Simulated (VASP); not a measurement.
Input of a VASP 6.6.1 run:

The input INCAR:

```
SYSTEM = CaO
PREC = Accurate
ENCUT = 520
EDIFF = 1E-6
ISMEAR = 0
SIGMA = 0.05
LREAL = .False.
LASPH = .True.
NELM = 80
ALGO = Normal
ISIF = 2
LWAVE = .False.
LCHARG = .False.
GGA = PE
NBANDS = 15
```

File KPOINTS:

```
Automatic mesh
0
Gamma
  12 12 12
  0 0 0
```

File POSCAR:

```
CaO
1.0
    0.0000000000      2.4705162374      2.4705162374
    2.4705162374      0.0000000000      2.4705162374
    2.4705162374      2.4705162374      0.0000000000
Ca O
1 1
Direct
    0.5000000000      0.5000000000      0.5000000000
    0.0000000000      0.0000000000      0.0000000000
```

Potentials or basis: VASP PAW PBE potentials, release 64 (Ca_sv, O).

Command:

```console
$ cat potpaw_PBE.64/Ca_sv/POTCAR potpaw_PBE.64/O/POTCAR > POTCAR
$ mpirun -np 1 vasp_std > vasp.out
```

Q: What does it give for the pressure?

A: -5.8 GPa.

Q: Predict the band gap on the k mesh.

A: 3.64 eV, indirect (least direct gap 4.03 eV).

 A k mesh can miss the band edges.
